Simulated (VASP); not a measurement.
Runs of VASP 6.6.1 on SiGe2. The structure is that of space group P6/mmm (No. 191), or close to it. The cells are those of the table. 

```csv
task,cell,k mesh,cutoff (eV),gap on the mesh (eV),pressure (GPa),relaxed volume (Å³/atom)
single point,"a = 2.811, b = 2.811, c = 7.868 Å, angles 90.0, 90.0, 120.0°, 3 atoms",18 × 18 × 6,520,none,0.0,-
relaxation of cell and atoms,"relaxed from a = 3.094, b = 3.094, c = 6.368 Å, angles 90.0, 90.0, 120.0°, 3 atoms",6 × 6 × 4,600,-,-0.2,18.21
relaxation of cell and atoms,"relaxed from a = 2.763, b = 2.763, c = 8.246 Å, angles 90.0, 90.0, 120.0°, 3 atoms",18 × 18 × 6,600,-,0.0,(a)
single point,"a = 2.763, b = 2.763, c = 8.246 Å, angles 90.0, 90.0, 120.0°, 3 atoms",6 × 6 × 4,520,none,0.0,-
```

Alike in all rows: level PBE; potentials or basis VASP PAW PBE potentials, release 64 (Si, Ge_d); no spin polarisation; smearing gaussian 0.1 eV.

Question: Fill in the values left out.

Answer: (a) 17.95.

Caveats: some runs use coarse meshes; the bands computed are all filled at some k points, so no gap is given (some runs).

A k mesh can miss the band edges, and the runs leave out spin-orbit coupling on Ge.

A gap of «none» marks levels without a gap at the run's occupations.
